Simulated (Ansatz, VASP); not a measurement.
**LiH in VASP and in Ansatz**

The input INCAR:

```
SYSTEM = LiH
  PREC = Accurate
  ENCUT = 520
  EDIFF = 1E-8
  ISMEAR = -1
  SIGMA = 0.03
  LREAL = .FALSE.
  LASPH = .TRUE.
  NELM = 80
  ALGO = Normal
  ISIF = 2
  LWAVE = .FALSE.
  LCHARG = .FALSE.
  LEFG = .TRUE.
  NBANDS = 9
```

Contents of KPOINTS:

```
Automatic mesh
0
G
  11 11 11
  0 0 0
```

Contents of POSCAR:

```
LiH
1.0
    0.0000000000      2.0325000000      2.0325000000
    2.0325000000      0.0000000000      2.0325000000
    2.0325000000      2.0325000000      0.0000000000
Li H
1 1
Direct
    0.0000000000      0.0000000000      0.0000000000
    0.5000000000      0.5000000000      0.5000000000
```

Input for Ansatz:

```yaml
crystal:
  lattice:
    - [0.0, 2.0325, 2.0325]
    - [2.0325, 0.0, 2.0325]
    - [2.0325, 2.0325, 0.0]
  atoms:
    - { symbol: Li, position: [0.0, 0.0, 0.0] }
    - { symbol: H, position: [0.5, 0.5, 0.5] }
kpoints:
  mp_grid: { grid: [11, 11, 11] }
  band_path:
    path:
      - [0.0, 0.0, 0.0]
      - [0.5, 0.0, 0.5]
      - [0.625, 0.25, 0.625]
      - [0.375, 0.375, 0.75]
      - [0.0, 0.0, 0.0]
      - [0.5, 0.5, 0.5]
      - [0.5, 0.25, 0.75]
      - [0.5, 0.0, 0.5]
    npoints: 8
scf:
  occupations: { method: fermi_dirac, width: 0.03 }
hamiltonian:
  xc: lda
  pseudopotentials: { kind: all_electron, datasets: crystal }
output:
  forces: true
  stress: true
  eigenvalues: true
  efg: { contact_densities: true }
```

Alike in both runs: task electric field gradients; functional LDA; k mesh 11 × 11 × 11; occupations fermi-dirac, width 0.03 eV; no spin polarisation.

|  | VASP | Ansatz |
| --- | --- | --- |
| version | VASP 6.6.1 | Ansatz 0.2.0 |
| potentials or method | VASP PAW LDA potentials, release 64 (Li_sv, H), cutoff 520 eV | all-electron PAW with datasets made for the crystal, scalar-relativistic |

|  | VASP | Ansatz | Ansatz less VASP |
| --- | --- | --- | --- |
| gap on the k mesh at the Fermi level (eV) | 2.84 | 2.85 | +0.009 |

LDA's correlation is that of Perdew and Zunger in VASP and of Perdew and Wang (1992) in Ansatz. Ansatz ran all-electron here, and VASP with PAW potentials.

Noted on VASP's run: the cutoff is short for stress, so the pressure is rough.
